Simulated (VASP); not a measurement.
Crystal: Ta.

```
Ta
1.0
    -1.65157    1.65157    1.65157
     1.65157   -1.65157    1.65157
     1.65157    1.65157   -1.65157
Ta
1
Direct
  0.00000 0.00000 0.00000
```

* Program: VASP 6.6.1
* Task: relaxation of cell and atoms
* Functional: LDA
* Potentials or basis: VASP PAW LDA potentials, release 64 (Ta_pv)
* Cutoff: 600 eV
* k mesh: 18 × 18 × 18
* Occupations: fermi-dirac, width 0.08 eV
* Spin: no spin polarisation

At the start: pressure -8.4 GPa; volume 18.02 Å³/atom.

**Question.** How do energy, volume and symmetry change on relaxing?

**Answer.** Over 4 steps the energy falls by 20.0 meV/atom and the volume is 17.29 Å³/atom (-4.1 %); space group Im-3m (No. 229, to 0.1 Å) before and after.

The path:
```csv
step,energy change (eV),largest force (eV/Å),pressure (GPa),volume (Å³)
1,0.0000,0.0000,-8.42,18.02
2,0.1025,0.0000,26.18,15.66
3,-0.0200,0.0000,-0.35,17.31
4,-0.0200,0.0000,-0.03,17.29
```

Final structure:
```
CELL_PARAMETERS angstrom
-1.62885 1.62885 1.62885
1.62885 -1.62885 1.62885
1.62885 1.62885 -1.62885
ATOMIC_POSITIONS crystal
Ta 0.00000 0.00000 0.00000
```
